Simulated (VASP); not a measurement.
Input of a VASP 6.6.1 run:

The input INCAR:

```
SYSTEM = SrCl2
PREC = Accurate ; ENCUT = 520
EDIFF = 1E-6 ; ISMEAR = 0
SIGMA = 0.05 ; LREAL = .FALSE.
LASPH = .TRUE. ; NELM = 100
ALGO = Normal ; ISIF = 2
LWAVE = .FALSE. ; LCHARG = .TRUE.
GGA = PE ; LELF = .TRUE.
LVHAR = .TRUE. ; NBANDS = 19
```

KPOINTS

```
regular mesh
0
G
  6 6 6
  0 0 0
```

Contents of POSCAR:

```
SrCl2
1.0
    0.0000000000      3.4044568990      3.4596091008
    3.4044568990      0.0000000000      3.4596091008
    3.4044568990      3.4044568990      0.0000000000
Sr Cl
1 2
Direct
    0.0000000000      0.0000000000      0.0000000000
    0.2500000000      0.2500000000      0.2500000000
    0.7500000000      0.7500000000      0.7500000000
```

Potentials or basis: VASP PAW PBE potentials, release 64 (Sr_sv, Cl).

Run with:

```console
$ cat potpaw_PBE.64/Sr_sv/POTCAR potpaw_PBE.64/Cl/POTCAR > POTCAR
$ mpirun -np 1 vasp_std > vasp.out
```

Estimate the band gap on the k mesh.

5.43 eV.

Predict the pressure.

3.6 GPa.

Stress tensor (GPa, compression positive):
```
3.86 0.00 0.00
0.00 3.86 0.00
0.00 0.00 2.96
```

Caveat: the cell stands under pressure. As with any semilocal functional, this PBE gap is likely too small.
